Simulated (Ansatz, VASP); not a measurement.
**Two plane-wave programs on BN**

INCAR

```
SYSTEM = BN
PREC     = Accurate       ! precision mode
ENCUT    = 520            ! plane-wave cutoff, eV
EDIFF    = 1E-7           ! SCF threshold, eV
ISMEAR   = 0              ! smearing method
SIGMA    = 0.05           ! smearing width, eV
LREAL    = .False.        ! projectors in reciprocal space
LASPH    = .True.         ! aspherical terms in the spheres
NELM     = 60             ! most SCF steps
ALGO     = Normal         ! electronic algorithm
ISIF     = 2              ! what is computed and relaxed
LWAVE    = .False.        ! write WAVECAR
LCHARG   = .True.         ! write CHGCAR
GGA      = CA             ! functional
LELF     = .True.         ! ELF
LVHAR    = .True.       
NBANDS   = 16             ! bands
```

File KPOINTS:

```
Automatic mesh
0
Gamma
  12 12 4
  0 0 0
```

POSCAR

```
BN
1.0
    2.5039917043      0.0000000000      0.0000000000
   -1.2519958522      2.1685204268      0.0000000000
    0.0000000000      0.0000000000      6.6612000000
B N
2 2
Direct
    0.3333333333      0.6666666667      0.2500000000
    0.6666666667      0.3333333333      0.7500000000
    0.3333333333      0.6666666667      0.7500000000
    0.6666666667      0.3333333333      0.2500000000
```

Input for Ansatz:

```yaml
crystal:
  lattice:
    - [2.5039917043, 0.0, 0.0]
    - [-1.2519958522, 2.1685204268, 0.0]
    - [0.0, 0.0, 6.6612]
  atoms:
    - { symbol: B, position: [0.3333333333, 0.6666666667, 0.25] }
    - { symbol: B, position: [0.6666666667, 0.3333333333, 0.75] }
    - { symbol: "N", position: [0.3333333333, 0.6666666667, 0.75] }
    - { symbol: "N", position: [0.6666666667, 0.3333333333, 0.25] }
basis:
  ecutwfc: 420
kpoints:
  mp_grid: { grid: [12, 12, 4] }
hamiltonian:
  xc: lda
scf:
  occupations: { method: gaussian, width: 0.05 }
output:
  forces: true
  stress: true
  eigenvalues: true
```

Alike in both runs: task single point; functional LDA; k mesh 12 × 12 × 4; occupations gaussian, width 0.05 eV; no spin polarisation.

|  | VASP | Ansatz |
| --- | --- | --- |
| version | VASP 6.6.1 | Ansatz 0.2.0 |
| potentials or method | VASP PAW LDA potentials, release 64 (B, N), cutoff 520 eV | scalar-relativistic, plane waves, PAW |
| valence electrons in the cell | 16 | 16 |

```tsv
	VASP	Ansatz	Ansatz less VASP
gap on the k mesh at the Fermi level (eV)	4.08	4.10	+0.016
least direct gap on the mesh (eV)	4.50	4.51	+0.010
pressure (GPa)	-4.2	-4.6	-0.44
traceless stress, the component that is largest in VASP (GPa)	3.36	3.96	+0.596
```

LDA's correlation is that of Perdew and Zunger in VASP and of Perdew and Wang (1992) in Ansatz.
